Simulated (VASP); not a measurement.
# CaSe in VASP: a series of runs

CaSe is run at these levels: r2SCAN, HSE06; tasks: single point.

All numbers are computed with VASP 6.6.1; they aren't measurements. Logs are shortened: lines on timing, memory, paths and dates and some standing lists are left out, and cuts for length are marked.

## Step 1: The cell of the first run

It takes space group I-4m2 (No. 119, tetragonal). The conventional cell has a = 4.638 Å, b = 4.638 Å, c = 6.526 Å, α = 90.00°, β = 90.00°, γ = 90.00°. Within 3.7 Å of Ca (site symmetry -4m2) lie 4 Se at 2.84 Å. Se (site symmetry -4m2) has 4 Ca at 2.84 Å within 3.7 Å.

## Step 2: Single point, r2SCAN (uniaxial z strain -0.5%)

File POSCAR:

```
CaSe
1.0
    0.0000000000      3.2795613712      3.2631635643
    3.2795613712      0.0000000000      3.2631635643
    3.2795613712      3.2795613712      0.0000000000
Ca Se
1 1
Direct
    0.0000000000      0.0000000000      0.0000000000
    0.2500000000      0.2500000000      0.2500000000
```

File INCAR.step1:

```
SYSTEM = CaSe
  PREC = Accurate
  ENCUT = 520
  ISMEAR = 0
  SIGMA = 0.01
  LREAL = .FALSE.
  LASPH = .TRUE.
  NELM = 60
  NBANDS = 15
  GGA = PE
  ALGO = Normal
  EDIFF = 1E-4
  LWAVE = .TRUE.
  LCHARG = .FALSE.
```

File INCAR.step2:

```
SYSTEM = CaSe
  PREC = Accurate
  ENCUT = 520
  EDIFF = 1E-6
  ISMEAR = 0
  SIGMA = 0.01
  LREAL = .FALSE.
  LASPH = .TRUE.
  NELM = 60
  ALGO = Normal
  ISIF = 2
  LWAVE = .FALSE.
  LCHARG = .TRUE.
  METAGGA = R2SCAN
  LMIXTAU = .TRUE.
  LELF = .TRUE.
  LVHAR = .TRUE.
  NBANDS = 15
  ISTART = 1
```

File KPOINTS:

```
Automatic mesh
0
G
  6 6 6
  0 0 0
```

Potentials or basis: VASP PAW PBE potentials, release 64 (Ca_sv, Se).

Launch:

```console
$ cat potpaw_PBE.64/Ca_sv/POTCAR potpaw_PBE.64/Se/POTCAR > POTCAR
$ cp INCAR.step1 INCAR
$ mpirun -np 1 vasp_std > vasp.out
$ cp INCAR.step2 INCAR
$ mpirun -np 1 vasp_std > vasp.out
```

OUTCAR:

```text
SYSTEM = CaSe
   PREC = Accurate
   ENCUT = 520
   EDIFF = 1E-6
   ISMEAR = 0
   LREAL = .FALSE.
   LASPH = .TRUE.
   NELM = 60
   ISIF = 2
   METAGGA = R2SCAN
   ISTART = 1

 ion  position               nearest neighbor table
   1  0.000  0.000  0.000-   2 2.84   2 2.84   2 2.84   2 2.84
   2  0.250  0.250  0.250-   1 2.84   1 2.84   1 2.84   1 2.84

  LATTYP: Found a body centered tetragonal cell.
 ALAT       =     4.6380001698
 C/A-ratio  =     1.4071424945

  Lattice vectors:

 A1 = (   0.0000000000,  -3.2795613712,  -3.2631635643)
 A2 = (   0.0000000000,   3.2795613712,  -3.2631635643)
 A3 = (   3.2795613712,   0.0000000000,   3.2631635643)

Analysis of symmetry for initial positions (statically):
=====================================================================
 Subroutine PRICEL returns:
 Original cell was already a primitive cell.

 Routine SETGRP: Setting up the symmetry group for a
 body centered tetragonal supercell.

 Subroutine GETGRP returns: Found  8 space group operations
 (whereof  8 operations were pure point group operations)
 out of a pool of 16 trial point group operations.

The static configuration has the point symmetry D_2d.

Analysis of symmetry for dynamics (positions and initial velocities):
=====================================================================
 Subroutine PRICEL returns:
 Original cell was already a primitive cell.

 Routine SETGRP: Setting up the symmetry group for a
 body centered tetragonal supercell.

 Subroutine GETGRP returns: Found  8 space group operations
 (whereof  8 operations were pure point group operations)
 out of a pool of 16 trial point group operations.

The dynamic configuration has the point symmetry D_2d.

 Subroutine INISYM returns: Found  8 space group operations
 (whereof  8 operations are pure point group operations),
 and found     1 'primitive' translations

----------------------------------------------------------------------------------------

                                     Primitive cell

  volume of cell :      70.1941

  direct lattice vectors                    reciprocal lattice vectors
     0.000000000  3.279561371  3.263163564    -0.152459413  0.152459413  0.153225540
     3.279561371  0.000000000  3.263163564     0.152459413 -0.152459413  0.153225540
     3.279561371  3.279561371  0.000000000     0.152459413  0.152459413 -0.153225540

  length of vectors
     4.626419699  4.626419699  4.638000170     0.264510512  0.264510512  0.264510512

  position of ions in fractional coordinates (direct lattice)
     0.000000000  0.000000000  0.000000000
     0.250000000  0.250000000  0.250000000

  ion indices of the primitive-cell ions
   primitive index   ion index
                 1           1
                 2           2

----------------------------------------------------------------------------------------

 KPOINTS: Automatic mesh

Automatic generation of k-mesh.
 Grid dimensions read from file:
 generate k-points for:    6    6    6

 Generating k-lattice:

  Cartesian coordinates                     Fractional coordinates (reciprocal lattice)
    -0.025409902  0.025409902  0.025537590     0.166666667  0.000000000  0.000000000
     0.025409902 -0.025409902  0.025537590     0.000000000  0.166666667  0.000000000
     0.025409902  0.025409902 -0.025537590    -0.000000000 -0.000000000  0.166666667

  Length of vectors
     0.044085085  0.044085085  0.044085085

  Shift w.r.t. Gamma in fractional coordinates (k-lattice)
     0.000000000  0.000000000  0.000000000

 Subroutine IBZKPT returns following result:
 ===========================================

 Found     30 irreducible k-points:

 Following reciprocal coordinates:
            Coordinates               Weight
  0.000000  0.000000  0.000000      1.000000
  0.166667  0.000000  0.000000      8.000000
  0.333333 -0.000000  0.000000      8.000000
  0.500000  0.000000  0.000000      4.000000
  0.166667  0.166667  0.000000      2.000000
  0.333333  0.166667  0.000000      8.000000
[... 16 lines left out ...]
  0.333333  0.000000  0.333333      4.000000
  0.500000  0.000000  0.333333     16.000000
 [... further k-points ...]
   k-points           NKPTS =     30   k-points in BZ     NKDIM =     30   number of bands    NBANDS=     15
   number of dos      NEDOS =    301   number of ions     NIONS =      2
   total plane-waves  NPLWV =  46656
   dimension x,y,z NGX =    36 NGY =   36 NGZ =   36
   dimension x,y,z NGXF=    72 NGYF=   72 NGZF=   72
   ions per type =               1   1
   NGX,Y,Z   is equivalent  to a cutoff of  12.94, 12.94, 12.90 a.u.
   NGXF,Y,Z  is equivalent  to a cutoff of  25.87, 25.87, 25.81 a.u.
 SYSTEM =  CaSe
   PREC   = accura    normal or accurate (medium, high low for compatibility)
   ISTART =      1    job   : 0-new  1-cont  2-samecut
   ICHARG =      0    charge: 1-file 2-atom 10-const
   ISPIN  =      1    spin polarized calculation?
   LNONCOLLINEAR =      F non collinear calculations
   LSORBIT =      F    spin-orbit coupling
   LASPH  =      T    aspherical Exc in radial PAW
   ENCUT  =  520.0 eV  38.22 Ry    6.18 a.u.   8.60  8.60  8.62*2*pi/ulx,y,z
   NELM   =     60;   NELMIN=  2; NELMDL=  0     # of ELM steps
   EDIFF  = 0.1E-05   stopping-criterion for ELM
   LREAL  =      F    real-space projection
   EDIFFG = 0.1E-04   stopping-criterion for IOM
   NSW    =      0    number of steps for IOM
   IBRION =     -1    ionic relax: 0-MD 1-quasi-New 2-CG
   NFREE  =      0    steps in history (QN), initial steepest desc. (CG)
   ISIF   =      2    stress and relaxation
   ISYM   =      2    0-nonsym 1-usesym 2-fastsym
   POTIM  = 0.5000    time-step for ionic-motion
   TEBEG  =    0.0;   TEEND  =   0.0 temperature during run
   PSTRESS=    0.0 pullay stress
   NELECT =      16.0000    total number of electrons
   NUPDOWN=      -1.0000    fix difference up-down
   EMIN   =  10.00;   EMAX   =-10.00  energy-range for DOS
   EFERMI =   0.00;   METHOD = LEGACY
   ISMEAR =     0;   SIGMA  =   0.01  broadening in eV -4-tet -1-fermi 0-gaus
   EFERMI_NEDOS =   21; number of points for ismear=-14 and -15
   IALGO  =     38    algorithm
   IMIX   =      4    mixing-type and parameters
     AMIX     =   0.40;   BMIX     =  1.00
     AMIX_MAG =   1.60;   BMIX_MAG =  1.00
  volume/ion in A,a.u.               =      35.10       236.85
  Fermi-wavevector in a.u.,A,eV,Ry     =   1.000034  1.889790 13.606747  1.000068
  Thomas-Fermi vector in A             =   2.132364
   LORBIT       =      0    0 simple, 1 ext, 2 COOP (PROOUT), +10 PAW based schemes
   METAGGA = R2SCAN    functional components
   LHFCALC =     F    Hartree Fock is set to
   AEXX    =    0.0000 exact exchange contribution
   IVDW    =     0    specifies the selected vdW correction
   LEPSILON=     F    determine dielectric tensor
   LRPA    =     F    only Hartree local field effects (RPA)
 non-spin polarized calculation
 Gauss-broadening in eV      SIGMA  =   0.01
  energy-cutoff  :      520.00
  volume of cell :       70.19
 maximum number of plane-waves:      1909
 NGX is ok and might be reduce to    36
   NGX = 17   NGY = 17   NGZ = 17

 number of electron      16.0000003 magnetization

 Free energy of the ion-electron system (eV)
  ---------------------------------------------------
  ext. energy  EPLUGINS =         0.00000000
  ---------------------------------------------------
  free energy    TOTEN  =       -25.35949600 eV

  energy without entropy =      -25.35949600  energy(sigma->0) =      -25.35949600

 E-fermi :  -0.4707     XC(G=0):  -8.0347

 val. band max:       -0.5643572543   @ k =  -0.3333   0.0000   0.1667
 cond. band min:       3.1376950144   @ k =   0.0000   0.0000   0.0000
 fundamental gap:      3.7020522687
 Fermi energy:        -0.4707394140

 k-point     1 :       0.0000    0.0000    0.0000
  band No.  band energies     occupation
      1     -41.1361      2.00000
      2     -21.2697      2.00000
      3     -21.2683      2.00000
      4     -21.2683      2.00000
      5     -11.2911      2.00000
      6      -0.6616      2.00000
      7      -0.6616      2.00000
      8      -0.6552      2.00000
      9       3.1377      0.00000
     10       5.3792      0.00000
     11       5.4057      0.00000
     12       7.4452      0.00000
     13       7.4452      0.00000
     14       7.4673      0.00000
     15       9.2270      0.00000

 k-point     2 :       0.1667    0.0000    0.0000
  band No.  band energies     occupation
      1     -41.1356      2.00000
      2     -21.2812      2.00000
      3     -21.2707      2.00000
      4     -21.2698      2.00000
      5     -11.2231      2.00000
      6      -1.0540      2.00000
      7      -0.6396      2.00000
      8      -0.6328      2.00000
      9       3.9000      0.00000
     10       5.2529      0.00000
     11       5.2737      0.00000
     12       6.9974      0.00000
     13       7.4479      0.00000
     14       7.4555      0.00000
     15       8.4737      0.00000

 k-point     3 :       0.3333   -0.0000    0.0000
  band No.  band energies     occupation
      1     -41.1346      2.00000
      2     -21.3056      2.00000
      3     -21.2736      2.00000
      4     -21.2729      2.00000
      5     -11.0855      2.00000
      6      -1.5947      2.00000
      7      -0.6024      2.00000
      8      -0.5904      2.00000
      9       4.9399      0.00000
     10       5.2764      0.00000
     11       5.2880      0.00000
     12       6.1978      0.00000
     13       6.9115      0.00000
     14       6.9120      0.00000
     15       8.1713      0.00000
[... 343 lines left out ...]
 k-point    23 :       0.3333    0.0000    0.3333
  band No.  band energies     occupation
      1     -41.1342      2.00000
      2     -21.3076      2.00000
      3     -21.2805      2.00000
      4     -21.2788      2.00000
      5     -11.0188      2.00000
      6      -1.6476      2.00000
      7      -0.6294      2.00000
      8      -0.6231      2.00000
      9       3.7310      0.00000
     10       5.5270      0.00000
     11       5.9890      0.00000
     12       6.4650      0.00000
     13       6.4850      0.00000
     14       6.8310      0.00000
     15       9.1053      0.00000

 k-point    24 :       0.5000    0.0000    0.3333
  band No.  band energies     occupation
      1     -41.1337      2.00000
      2     -21.3156      2.00000
      3     -21.2854      2.00000
      4     -21.2810      2.00000
      5     -10.9499      2.00000
      6      -1.6728      2.00000
      7      -0.8083      2.00000
      8      -0.6006      2.00000
      9       3.6031      0.00000
     10       5.0885      0.00000
     11       5.8672      0.00000
     12       6.4358      0.00000
     13       6.5536      0.00000
     14       7.8029      0.00000
     15       9.2627      0.00000

 [... further k-points ...]

------------------------ aborting loop because EDIFF is reached ----------------------------------------

  FORCE on cell =-STRESS in cart. coord.  units (eV):
  Direction    XX          YY          ZZ          XY          YZ          ZX
  --------------------------------------------------------------------------------------
  -------------------------------------------------------------------------------------
  Total        0.1547396      0.1547396      0.1640692      0.0000000      0.0000000     -0.0000000
  in kB        3.5319270      3.5319270      3.7448741      0.0000000      0.0000000     -0.0000000
  external PRESSURE =       3.6029094 kB  Pullay stress =       0.0000000 kB

 VOLUME and BASIS-vectors are now :
 -----------------------------------------------------------------------------
  energy-cutoff  :      520.00
  volume of cell :       70.19
      direct lattice vectors                 reciprocal lattice vectors
     0.000000000  3.279561371  3.263163564    -0.152459413  0.152459413  0.153225540
     3.279561371  0.000000000  3.263163564     0.152459413 -0.152459413  0.153225540
     3.279561371  3.279561371  0.000000000     0.152459413  0.152459413 -0.153225540

 POSITION                                       TOTAL-FORCE (eV/Angst)
 -----------------------------------------------------------------------------------
      0.00000      0.00000      0.00000        -0.000000     -0.000000      0.000000
      1.63978      1.63978      1.63158         0.000000      0.000000      0.000000
 -----------------------------------------------------------------------------------
    total drift:                               -0.000000     -0.000000      0.000000

  FREE ENERGIE OF THE ION-ELECTRON SYSTEM (eV)
  ---------------------------------------------------
  free  energy   TOTEN  =       -25.3594960017 eV

  energy  without entropy=      -25.3594960017  energy(sigma->0) =      -25.35949600
```

Wall time 4 min (1 thread of Intel Xeon 8259CL, shared host); peak memory 0.23 GiB.

What came out:

| Quantity | Value |
| --- | --- |
| Free energy | -25.3595 eV |
| Pressure | 0.4 GPa |
| Band gap on the k mesh | 3.70 eV (least direct gap 3.79 eV) |

Caveat: the cell differs from its parent crystal (uniaxial z strain -0.5%); the structure was generated, so it needn't be the stable form of CaSe; the PAW data sets were made with another functional, which shifts forces and pressure a little. A k mesh can miss the band edges.

(Part 1 of 2 ends here.)
